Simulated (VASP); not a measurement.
Zn6O7: single point with PBEsol

The system is Zn6O7, a slab with vacuum.

```xyz
13
Lattice="5.6349 0.0000 0.0000 -2.8174 5.4555 0.0000 0.0000 0.0000 17.4682" Properties=species:S:1:pos:R:3 pbc="T T T"
Zn    1.8783    0.0000    1.0000
Zn    0.2944    2.8024    0.7201
Zn    4.8546    0.3911    2.2360
Zn    3.1754    3.0256    1.6392
Zn    1.8196    0.8239    3.6146
Zn    0.3378    3.2416    3.4189
O    -1.2605    3.7387    0.3138
O     0.2929    0.9775    0.7004
O     1.4587    3.9078    1.9552
O     3.0231    1.1581    2.1168
O    -1.4728    4.2728    2.9627
O     0.0687    1.4314    3.7263
O    -0.7863    4.4994    4.3457
```

| Item | Value |
| --- | --- |
| Program | VASP 6.6.1 |
| Task | single point |
| Functional | PBEsol |
| Potentials or basis | VASP PAW PBE potentials, release 64 (Zn, O) |
| Cutoff | 520 eV |
| k mesh | 2 × 2 × 1 |
| Occupations | gaussian, width 0.02 eV |
| Spin | collinear spin, zero start |
| Starting moments | [0.0, 0.0, 0.0, 0.0, 0.0, 0.0, 0.0, 0.0, 0.0, 0.0, 0.0, 0.0, 0.0] μB |
| Dipole correction | no |
| Further INCAR settings | ALGO = Normal; EDIFF = 1e-06; NBANDS = 73 |

```json
{
 "Largest force": "0.193 eV/Å",
 "Band gap on the k mesh": "1.49 eV",
 "Net moment": "0.00 μB per cell",
 "Valence electrons inside the program's atomic spheres": "Zn 10.89, 10.94, 10.80, 10.87, 10.90, 10.91; O 4.97, 4.98, 4.96, 4.99, 4.89, 4.87 (each value once)"
}
```

Forces on the atoms (eV/Å):
```
Zn   0.034  0.028 -0.011
Zn   0.047  0.027 -0.014
Zn   0.005 -0.026  0.016
Zn  -0.015 -0.021  0.002
Zn   0.053  0.051  0.030
Zn   0.068 -0.005  0.009
O   -0.031 -0.015 -0.097
O   -0.018 -0.028 -0.059
O   -0.011  0.026 -0.008
O    0.006 -0.002  0.006
O   -0.099 -0.021 -0.122
O   -0.070 -0.034  0.059
O    0.030  0.020  0.189
```

Levels at points of the mesh, in eV from the valence-band top:
Spin up:
```tsv
k point	band 53	band 54	band 55	band 56	band 57	band 58	band 59	band 60	band 61	band 62
(0.00, 0.00, 0.00)	-0.70	-0.54	-0.50	-0.26	0.00	1.49	2.73	3.68	4.87	5.11
(0.50, 0.00, 0.00)	-0.85	-0.74	-0.41	-0.28	-0.21	2.74	3.31	4.10	4.42	5.16
(0.50, 0.50, 0.00)	-1.00	-0.76	-0.59	-0.36	-0.11	2.81	3.34	3.73	4.34	4.97
(0.00, 0.50, 0.00)	-0.97	-0.62	-0.58	-0.38	-0.10	2.76	3.15	3.62	4.38	4.98
```
Spin down:
| k point | band 54 | band 55 | band 56 | band 57 | band 58 | band 59 | band 60 | band 61 |
| --- | --- | --- | --- | --- | --- | --- | --- | --- |
| (0.00, 0.00, 0.00) | -0.54 | -0.50 | -0.26 | 0.00 | 1.49 | 2.73 | 3.68 | 4.87 |
| (0.50, 0.00, 0.00) | -0.74 | -0.41 | -0.28 | -0.21 | 2.74 | 3.31 | 4.10 | 4.42 |
| (0.50, 0.50, 0.00) | -0.76 | -0.59 | -0.36 | -0.11 | 2.81 | 3.34 | 3.73 | 4.34 |
| (0.00, 0.50, 0.00) | -0.62 | -0.58 | -0.38 | -0.10 | 2.76 | 3.15 | 3.62 | 4.38 |

Wall time 19 min on 1 thread of Oxide Virtual Turin-like Processor, on a shared host, peak memory 0.85 GiB.

Caveat: the k points lie up to 0.63 Å⁻¹ apart; there is no dipole correction, which matters where the two faces differ; the PAW data sets were made with another functional, which shifts forces and pressure a little.
